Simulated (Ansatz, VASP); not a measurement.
**Two plane-wave programs on BaRe**

```xyz
2
Lattice="3.6538 0.0000 0.0000 0.0000 3.6538 0.0000 0.0000 0.0000 3.6538" Properties=species:S:1:pos:R:3 pbc="T T T"
Ba    0.0000    0.0000    0.0000
Re    1.8269    1.8269    1.8269
```

Alike in both runs: task single point; functional PBE; k mesh 8 × 8 × 8; occupations gaussian, width 0.05 eV; no spin polarisation.

|  | VASP | Ansatz |
| --- | --- | --- |
| version | VASP 6.6.1 | Ansatz 0.2.0 |
| potentials or method | VASP PAW PBE potentials, release 64 (Ba_sv, Re), cutoff 520 eV | scalar-relativistic, plane waves, PAW |
| valence electrons in the cell | 17 | 25 |

```csv
,VASP,Ansatz,Ansatz less VASP
gap on the k mesh at the Fermi level (eV),none,none,-
pressure (GPa),5.0,2.8,-2.14
```

A gap of «none» marks a metal or a gap that the smearing closes. VASP's potentials hold 17 valence electrons a cell and Ansatz's 25, so a difference there can come from the potentials and not from the codes.

Spin-orbit coupling is off throughout.
